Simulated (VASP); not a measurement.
A run of VASP 6.6.1:

Contents of POSCAR:

```
Sr2SeO
1.0
    4.0472512264      0.0000000000      0.0000000000
    0.0000000000      4.0472512264      0.0000000000
    0.0000000000      0.0000000000      5.7313070602
O Sr Se
1 2 1
Direct
    0.0000000000      0.0000000000      0.0000000000
    0.0000000000      0.0000000000      0.5000000000
    0.5000000000      0.5000000000      0.0000000000
    0.5000000000      0.5000000000      0.5000000000
```

The input INCAR.step1:

```
SYSTEM = Sr2SeO
PREC = Accurate ; ENCUT = 520
ISMEAR = 0 ; SIGMA = 0.01
LREAL = .FALSE. ; LASPH = .TRUE.
NELM = 80 ; NBANDS = 24
GGA = PE ; ALGO = Normal
EDIFF = 1E-4 ; LWAVE = .TRUE.
LCHARG = .FALSE.
```

File INCAR.step2:

```
SYSTEM = Sr2SeO
PREC = Accurate ; ENCUT = 520
EDIFF = 1E-6 ; ISMEAR = 0
SIGMA = 0.01 ; LREAL = .FALSE.
LASPH = .TRUE. ; NELM = 80
ALGO = Normal ; ISIF = 2
LWAVE = .FALSE. ; LCHARG = .FALSE.
METAGGA = R2SCAN ; LMIXTAU = .TRUE.
NBANDS = 24 ; ISTART = 1
```

Contents of KPOINTS:

```
regular mesh
0
G
  6 6 4
  0 0 0
```

Potentials or basis: VASP PAW PBE potentials, release 64 (O, Sr_sv, Se).

Launch:

```bash
$ cat potpaw_PBE.64/O/POTCAR potpaw_PBE.64/Sr_sv/POTCAR potpaw_PBE.64/Se/POTCAR > POTCAR
$ cp INCAR.step1 INCAR
$ mpirun -np 1 vasp_std > vasp.out
$ cp INCAR.step2 INCAR
$ mpirun -np 1 vasp_std > vasp.out
```

Hardware: 1 thread of Intel(R) Xeon(R) Platinum 8488C (Sapphire Rapids), with other jobs on the host.

**Question.** Estimate the wall time of this run.

**Answer.** It took 2.8 min on 1 thread of Intel(R) Xeon(R) Platinum 8488C (Sapphire Rapids), with other jobs on the host, peak memory 0.25 GiB. Counts: k points 30.
